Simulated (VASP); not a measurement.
# B3P (P-6m2) in VASP: notebook

Runs on B3P. Level: PBE. Tasks: relaxation of cell and atoms, single point.

Program: VASP 6.6.1. These are calculated values, not measurements. Logs are shortened: lines on timing, memory, paths and dates and some standing lists are left out, and cuts for length are marked.

### Step 1. The cell of the first run

It takes space group P-6m2 (No. 187, hexagonal). Conventional cell: a = 2.741 Å, b = 2.741 Å, c = 8.715 Å, α = 90.00°, β = 90.00°, γ = 120.00°. Within 3.4 Å of B (site symmetry -6m2) lie 12 B at 2.61 to 2.74 Å. Within 3.4 Å of B (site symmetry 3m) lie 9 B at 2.61 to 2.74 Å and 3 P at 2.78 Å. Within 3.6 Å of P (site symmetry -6m2) lie 6 P at 2.74 Å and 6 B at 2.78 Å.

### Step 2. Relaxation of cell and atoms, PBE

INCAR

```
  PREC = Accurate
  ENCUT = 500
  EDIFF = 1E-7
  ISMEAR = 0
  SIGMA = 0.1
  LREAL = False
  LASPH = True
  NELM = 120
  ALGO = Normal
  ISIF = 3
  LWAVE = False
  LCHARG = False
  GGA = PE
  IBRION = 2
  NSW = 90
  EDIFFG = -0.04
  GGA_COMPAT = False
  NELMIN = 4
```

KPOINTS

```
Automatic mesh
0
Gamma
  6 6 2
```

POSCAR

```
B3P
1.0
    2.7407918800      0.0000000000      0.0000000000
   -1.3703959400      2.3735953900      0.0000000000
    0.0000000000      0.0000000000      8.7147424900
B P
3 1
Direct
    0.0000000000      0.0000000000      0.5000000000
    0.6666666700      0.3333333300      0.2620335200
    0.6666666700      0.3333333300      0.7379664800
    0.0000000000      0.0000000000      0.0000000000
```

Potentials or basis: VASP PAW PBE potentials, release 64 (B, P).

Command:

```sh
$ cat potpaw_PBE.64/B/POTCAR potpaw_PBE.64/P/POTCAR > POTCAR
$ mpirun -np 1 vasp_std > vasp.out
```

OUTCAR:

```text
PREC = Accurate
   ENCUT = 500
   EDIFF = 1E-7
   ISMEAR = 0
   LREAL = False
   LASPH = True
   NELM = 120
   ISIF = 3
   GGA = PE
   IBRION = 2
   NSW = 90
   EDIFFG = -0.04
   NELMIN = 4

 ion  position               nearest neighbor table
   1  0.000  0.000  0.500-
   2  0.667  0.333  0.262-
   3  0.667  0.333  0.738-
   4  0.000  0.000  0.000-

  LATTYP: Found a hexagonal cell.
 ALAT       =     2.7407918800
 C/A-ratio  =     3.1796440122

  Lattice vectors:

 A1 = (   2.7407918800,   0.0000000000,   0.0000000000)
 A2 = (  -1.3703959400,   2.3735953900,   0.0000000000)
 A3 = (   0.0000000000,   0.0000000000,   8.7147424900)

Analysis of symmetry for initial positions (statically):
=====================================================================
 Subroutine PRICEL returns:
 Original cell was already a primitive cell.

 Routine SETGRP: Setting up the symmetry group for a
 hexagonal supercell.

 Subroutine GETGRP returns: Found 12 space group operations
 (whereof 12 operations were pure point group operations)
 out of a pool of 24 trial point group operations.

The static configuration has the point symmetry D_3h.

Analysis of symmetry for dynamics (positions and initial velocities):
=====================================================================
 Subroutine PRICEL returns:
 Original cell was already a primitive cell.

 Routine SETGRP: Setting up the symmetry group for a
 hexagonal supercell.

 Subroutine GETGRP returns: Found 12 space group operations
 (whereof 12 operations were pure point group operations)
 out of a pool of 24 trial point group operations.

The dynamic configuration has the point symmetry D_3h.

 Subroutine INISYM returns: Found 12 space group operations
 (whereof 12 operations are pure point group operations),
 and found     1 'primitive' translations

----------------------------------------------------------------------------------------

                                     Primitive cell

  volume of cell :      56.6940

  direct lattice vectors                    reciprocal lattice vectors
     2.740791880  0.000000000  0.000000000     0.364858057  0.210650898  0.000000000
    -1.370395940  2.373595390  0.000000000     0.000000000  0.421301796  0.000000000
     0.000000000  0.000000000  8.714742490     0.000000000  0.000000000  0.114748084

  length of vectors
     2.740791880  2.740791876  8.714742490     0.421301795  0.421301796  0.114748084

  position of ions in fractional coordinates (direct lattice)
     0.000000000  0.000000000  0.500000000
     0.666666670  0.333333330  0.262033520
     0.666666670  0.333333330  0.737966480
[... 61 lines left out ...]
   ISTART =      0    job   : 0-new  1-cont  2-samecut
   ICHARG =      2    charge: 1-file 2-atom 10-const
   ISPIN  =      1    spin polarized calculation?
   LNONCOLLINEAR =      F non collinear calculations
   LSORBIT =      F    spin-orbit coupling
   LASPH  =      T    aspherical Exc in radial PAW
   ENCUT  =  500.0 eV  36.75 Ry    6.06 a.u.   5.00  5.00 15.89*2*pi/ulx,y,z
   NELM   =    120;   NELMIN=  4; NELMDL= -5     # of ELM steps
   EDIFF  = 0.1E-06   stopping-criterion for ELM
   LREAL  =      F    real-space projection
   EDIFFG = -.4E-01   stopping-criterion for IOM
   NSW    =     90    number of steps for IOM
   IBRION =      2    ionic relax: 0-MD 1-quasi-New 2-CG
   NFREE  =      1    steps in history (QN), initial steepest desc. (CG)
   ISIF   =      3    stress and relaxation
   ISYM   =      2    0-nonsym 1-usesym 2-fastsym
   POTIM  = 0.5000    time-step for ionic-motion
   TEBEG  =    0.0;   TEEND  =   0.0 temperature during run
   PSTRESS=    0.0 pullay stress
   NELECT =      14.0000    total number of electrons
   NUPDOWN=      -1.0000    fix difference up-down
   EMIN   =  10.00;   EMAX   =-10.00  energy-range for DOS
   EFERMI =   0.00;   METHOD = LEGACY
   ISMEAR =     0;   SIGMA  =   0.10  broadening in eV -4-tet -1-fermi 0-gaus
   EFERMI_NEDOS =   21; number of points for ismear=-14 and -15
   IALGO  =     38    algorithm
   IMIX   =      4    mixing-type and parameters
     AMIX     =   0.40;   BMIX     =  1.00
     AMIX_MAG =   1.60;   BMIX_MAG =  1.00
  volume/ion in A,a.u.               =      14.17        95.65
  Fermi-wavevector in a.u.,A,eV,Ry     =   1.027082  1.940903 14.352748  1.054897
  Thomas-Fermi vector in A             =   2.161008
   LORBIT       =      0    0 simple, 1 ext, 2 COOP (PROOUT), +10 PAW based schemes
   GGA     = PE    functional components
   LHFCALC =     F    Hartree Fock is set to
   AEXX    =    0.0000 exact exchange contribution
   IVDW    =     0    specifies the selected vdW correction
   LEPSILON=     F    determine dielectric tensor
   LRPA    =     F    only Hartree local field effects (RPA)
 conjugate gradient relaxation of ions
 non-spin polarized calculation
 Gauss-broadening in eV      SIGMA  =   0.10
  energy-cutoff  :      500.00
  volume of cell :       56.69
 maximum number of plane-waves:      1464
 NGX is ok and might be reduce to    20
   NGX =  9   NGY =  9   NGZ = 31

--------------------------------------- Ionic step        1  -------------------------------------------

 number of electron      13.9999998 magnetization

 Free energy of the ion-electron system (eV)
  ---------------------------------------------------
  ext. energy  EPLUGINS =         0.00000000
  ---------------------------------------------------
  free energy    TOTEN  =       -15.12161302 eV

  energy without entropy =      -15.10989830  energy(sigma->0) =      -15.11575566

 E-fermi :   3.6776     XC(G=0): -10.1310

 val. band max:        3.6771109251   @ k =   0.3333   0.1667   0.5000
 cond. band min:       3.9165626608   @ k =   0.5000  -0.0000   0.0000
 fundamental gap:      0.2394517357
 Fermi energy:         3.6775547361
[... 496 lines left out ...]
 k-point    14 :       0.3333    0.3333    0.5000
  band No.  band energies     occupation
      1       1.6787      2.00000
      2       2.2671      2.00000
      3       2.4749      2.00000
      4       2.8494      2.00000
      5       3.5789      2.00000
      6       3.9453      2.00000
      7       9.3232      2.00000
      8       9.4355      2.00000
      9      11.9686      0.00000
     10      12.2301      0.00000
     11      13.3856      0.00000

[... ionic steps 4 to 36 ...]

--------------------------------------- Ionic step       37  -------------------------------------------

 number of electron      14.0000001 magnetization

------------------------ aborting loop because EDIFF is reached ----------------------------------------
[... 71 lines left out ...]
--------------------------------------- Ionic step       39  -------------------------------------------

 number of electron      14.0000001 magnetization

 Free energy of the ion-electron system (eV)
  ---------------------------------------------------
  ext. energy  EPLUGINS =         0.00000000
  ---------------------------------------------------
  free energy    TOTEN  =       -22.81279512 eV

  energy without entropy =      -22.80793662  energy(sigma->0) =      -22.81036587

 E-fermi :   7.6720     XC(G=0): -11.8548

 val. band max:        7.6114339534   @ k =   0.3333  -0.0000   0.0000
 cond. band min:       7.7497112492   @ k =   0.3333   0.3333   0.5000
 fundamental gap:      0.1382772958
 Fermi energy:         7.6719734280
[... 225 lines left out ...]
  FREE ENERGIE OF THE ION-ELECTRON SYSTEM (eV)
  ---------------------------------------------------
  free  energy   TOTEN  =       -22.8127951179 eV

  energy  without entropy=      -22.8079366164  energy(sigma->0) =      -22.81036587

 reached required accuracy - stopping structural energy minimisation
```

OSZICAR:

```text
N       E                     dE             d eps       ncg     rms          rms(c)
DAV:   1     0.208039050050E+02    0.20804E+02   -0.57282E+03   308   0.103E+03
DAV:   2    -0.126356164796E+02   -0.33440E+02   -0.31179E+02   379   0.135E+02
DAV:   3    -0.150486861065E+02   -0.24131E+01   -0.21292E+01   471   0.288E+01
DAV:   4    -0.151596078188E+02   -0.11092E+00   -0.11059E+00   482   0.500E+00
[... 387 lines left out ...]
       N       E                     dE             d eps       ncg     rms          rms(c)
DAV:   1    -0.228128012436E+02   -0.95408E-04   -0.49712E-04   333   0.203E-01    0.160E-02
DAV:   2    -0.228127960829E+02    0.51607E-05   -0.16693E-05   353   0.349E-02    0.903E-03
DAV:   3    -0.228127950652E+02    0.10176E-05   -0.30359E-06   358   0.119E-02    0.377E-03
DAV:   4    -0.228127951179E+02   -0.52611E-07   -0.20986E-07   265   0.400E-03
  39 F= -.22812795E+02 E0= -.22810366E+02  d E =-.893198E-04
```

CONTCAR:

```text
B3P
   1.00000000000000
     2.8201630669838260    0.0000000000000000    0.0000000000000000
    -1.4100815334919130    2.4423328552956840   -0.0000000000000000
     0.0000000000000000   -0.0000000000000000    5.0699152717808120
  B               P
     3     1
Direct
     0.0000000000000000    0.0000000000000000    0.5000000000000000
     0.6666666699999979    0.3333333300000021    0.3419618877860134
     0.6666666699999979    0.3333333300000021    0.6580381122139864
     1.0000000000000000    0.0000000000000000    0.0000000000000000

  0.00000000E+00  0.00000000E+00  0.00000000E+00
  0.00000000E+00  0.00000000E+00  0.00000000E+00
  0.00000000E+00  0.00000000E+00  0.00000000E+00
  0.00000000E+00  0.00000000E+00  0.00000000E+00
```

Run time: 3.1 min. Hardware: 1 thread of Intel Xeon 6975P-C, shared host; peak memory 0.17 GiB.

What came out:

* Free energy: -22.8128 eV
* Relaxed volume: 8.73 Å³/atom
* Relaxed cell: a = 2.820 Å, b = 2.820 Å, c = 5.070 Å, α = 90.00°, β = 90.00°, γ = 120.00°
* Space group after relaxing (to 0.05 Å): P-6m2 (No. 187)
* Energy gained by relaxing: 1922.8 meV/atom
* Ionic steps: 39
* Pressure after relaxing: -0.1 GPa
* Band gap on the k mesh: zero (band 7 reaches 12.08 eV, above the bottom of band 8 at 5.69 eV)

Forces on the atoms (eV/Å):
```
B    0.000  0.000  0.000
B    0.000  0.000 -0.002
B    0.000  0.000  0.002
P    0.000  0.000  0.000
```

Stress tensor (GPa, compression positive):
```
 0.06  0.00  0.00
 0.00  0.06  0.00
 0.00  0.00 -0.48
```

Step by step:
```csv
step,energy change (eV),largest force (eV/Å),pressure (GPa),volume (Å³)
1,0.0000,0.5240,-24.22,56.69
2,-2.4980,1.3430,-18.12,40.84
3,-3.1041,1.4987,-8.08,34.92
4,-2.1299,1.6373,73.99,24.82
5,-3.2400,1.6050,-1.15,32.67
6,-3.2731,1.6275,6.30,31.10
7,-4.0216,0.8403,30.64,28.55
8,-4.1020,0.7145,44.14,27.50
9,-4.8309,1.7141,35.80,28.65
10,-7.3234,2.3385,12.62,31.71
11,10.2210,81.9545,109.95,35.50
12,-7.0528,2.7243,10.89,31.96
13,-6.7029,5.4461,9.54,34.15
14,-7.3266,2.1021,5.68,32.72
15,-7.4184,0.4933,4.27,33.48
16,-7.4490,1.0124,3.28,33.17
17,-7.4547,0.5599,3.49,33.27
18,-7.4481,0.1369,3.75,33.35
19,-7.4861,0.8508,0.11,33.84
20,-7.4927,1.0169,-1.66,34.13
21,-7.5125,0.6540,-1.40,34.29
22,-7.5442,0.2457,0.16,34.54
23,-7.6269,0.8448,1.31,35.01
24,-7.3406,4.6012,6.97,35.91
25,-7.6206,1.2726,1.99,35.11
26,-7.6263,1.3501,1.84,35.19
27,-7.6284,1.4913,1.65,35.33
28,-7.6288,1.4543,1.69,35.29
29,-7.6372,1.3380,1.34,35.30
30,-7.6582,0.9952,0.32,35.33
31,-7.6832,0.3593,-1.54,35.38
32,-7.6592,1.0042,-4.65,35.49
33,-7.6869,0.0494,-2.47,35.41
34,-7.6869,0.0166,-2.40,35.41
35,-7.6880,0.0182,-2.11,35.34
36,-7.6903,0.0236,-1.21,35.14
37,-7.6904,0.0331,0.65,34.75
38,-7.6911,0.0289,-0.25,34.94
39,-7.6912,0.0025,-0.12,34.92
```

Final structure:
```
B P
1.0
     2.82016    0.00000    0.00000
    -1.41008    2.44233    0.00000
     0.00000    0.00000    5.06992
B P
3 1
Direct
  0.00000 0.00000 0.50000
  0.66667 0.33333 0.34196
  0.66667 0.33333 0.65804
  0.00000 0.00000 0.00000
```

Levels at points of the mesh, in eV from the Fermi level:
```
           k point  band 5  band 6  band 7  band 8  band 9  band 10
(0.00, 0.00, 0.00)    0.25    2.72    3.38    5.54    5.54     7.33
(0.50, 0.00, 0.00)   -5.44   -2.80   -2.67    2.85    4.37     4.73
(0.00, 0.00, 0.50)    0.45    0.45    4.41    4.41    7.68     7.68
(0.50, 0.00, 0.50)   -2.51   -1.54   -0.61    1.03    2.12     3.07
```

Caveat: the k points lie up to 0.62 Å⁻¹ apart in the final cell; the volume moved by over 15 % at a fixed basis, so the end points are rough.

### Step 3. Single point, PBE

This run uses another cell than the first one, of 8.71 Å³/atom, 0.615 times its volume.

INCAR

```
PREC = Accurate
ENCUT = 500
EDIFF = 1E-6
ISMEAR = 0
SIGMA = 0.1
LREAL = False
LASPH = True
NELM = 120
ALGO = Normal
ISIF = 2
LWAVE = False
LCHARG = False
GGA = PE
NBANDS = 15
GGA_COMPAT = False
```

KPOINTS

```
regular mesh
0
Gamma
  18 18 10
```

POSCAR

```
B3P
1.0
    2.8696553960      0.0000000000      0.0000000000
   -1.4348276980      2.4851944730      0.0000000000
    0.0000000000      0.0000000000      4.8853778675
B P
3 1
Direct
    0.0000000000      0.0000000000      0.5000000000
    0.6666666667      0.3333333333      0.3368750914
    0.6666666667      0.3333333333      0.6631249086
    0.0000000000      0.0000000000      0.0000000000
```

Potentials or basis: VASP PAW PBE potentials, release 64 (B, P).

Command:

```sh
$ cat potpaw_PBE.64/B/POTCAR potpaw_PBE.64/P/POTCAR > POTCAR
$ mpirun -np 1 vasp_std > vasp.out
```

Run time: 55 s. Hardware: 1 thread of Intel Xeon 6975P-C, shared host; peak memory 0.22 GiB.

It converged, with:

```yaml
Free_energy: -22.6565 eV
Pressure: 0.0 GPa
Largest_force: 0.031 eV/Å
Band_gap_on_the_k_mesh: zero (band 7 reaches 12.65 eV, above the bottom of band 8 at 5.70 eV)
```

Forces on the atoms (eV/Å):
```
B    0.000  0.000  0.000
B    0.000  0.000 -0.031
B    0.000  0.000  0.031
P    0.000  0.000  0.000
```

Levels at points of the mesh, in eV from the Fermi level:
| k point | band 5 | band 6 | band 7 | band 8 | band 9 | band 10 |
| --- | --- | --- | --- | --- | --- | --- |
| (0.00, 0.00, 0.00) | -0.48 | 3.30 | 4.23 | 4.76 | 4.76 | 6.54 |
| (0.50, 0.00, 0.00) | -5.43 | -3.41 | -2.97 | 2.38 | 3.51 | 4.11 |
| (0.00, 0.00, 0.50) | -0.18 | -0.18 | 3.36 | 3.36 | 6.95 | 6.95 |
| (0.50, 0.00, 0.50) | -3.00 | -1.66 | -0.33 | 0.13 | 2.20 | 3.26 |

[end of part 1 of 2]
